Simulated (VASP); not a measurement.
A run of VASP 6.6.1 is set up as follows.

File INCAR:

```
PREC = Accurate
ENCUT = 600
EDIFF = 1E-7
ISMEAR = -1
SIGMA = 0.03
LREAL = F
LASPH = T
NELM = 100
ALGO = Normal
ISIF = 3
LWAVE = F
LCHARG = F
GGA = PS
IBRION = 2
NSW = 100
EDIFFG = -0.01
```

File KPOINTS:

```
Automatic mesh
0
Gamma
  6 6 4
```

POSCAR

```
NaTlS2
1.0
    4.0621521398      0.0000000000      0.0000000000
    0.0000000000      4.0621521398      0.0000000000
    0.0000000000      0.0000000000      5.7447506485
Na S Tl
1 2 1
Direct
    0.0000000000      0.0000000000      0.0000000000
    0.0000000000      0.5000000000      0.2500000000
    0.5000000000      0.0000000000      0.7500000000
    0.5000000000      0.5000000000      0.5000000000
```

Potentials or basis: VASP PAW PBE potentials, release 64 (Na_pv, S, Tl_d).

The run is started by

```sh
$ cat potpaw_PBE.64/Na_pv/POTCAR potpaw_PBE.64/S/POTCAR potpaw_PBE.64/Tl_d/POTCAR > POTCAR
$ mpirun -np 1 vasp_std > vasp.out
```

What does it give for the relaxed volume?

27.63 Å³/atom.

Estimate the space group after relaxing (to 0.1 Å).

P-4m2 (No. 115).

Predict the band gap on the k mesh.

0.76 eV.

Final structure:
```cif
data_structure
_symmetry_space_group_name_H-M 'P 1'
_symmetry_Int_Tables_number 1
_cell_length_a 4.0735
_cell_length_b 4.0735
_cell_length_c 6.6599
_cell_angle_alpha 90.000
_cell_angle_beta 90.000
_cell_angle_gamma 90.000
_cell_volume 110.51
loop_
_atom_site_label
_atom_site_type_symbol
_atom_site_fract_x
_atom_site_fract_y
_atom_site_fract_z
_atom_site_occupancy
Na1 Na 0.00000 0.00000 0.00000 1
S1 S 0.00000 0.50000 0.27190 1
S2 S 0.50000 0.00000 0.72810 1
Tl1 Tl 0.50000 0.50000 0.50000 1
```

Caveat: the volume moved by over 15 % at a fixed basis, so the end points are rough; the PAW data sets were made with another functional, which shifts forces and pressure a little; spin-orbit coupling is left out, which moves the levels of the heavy elements.
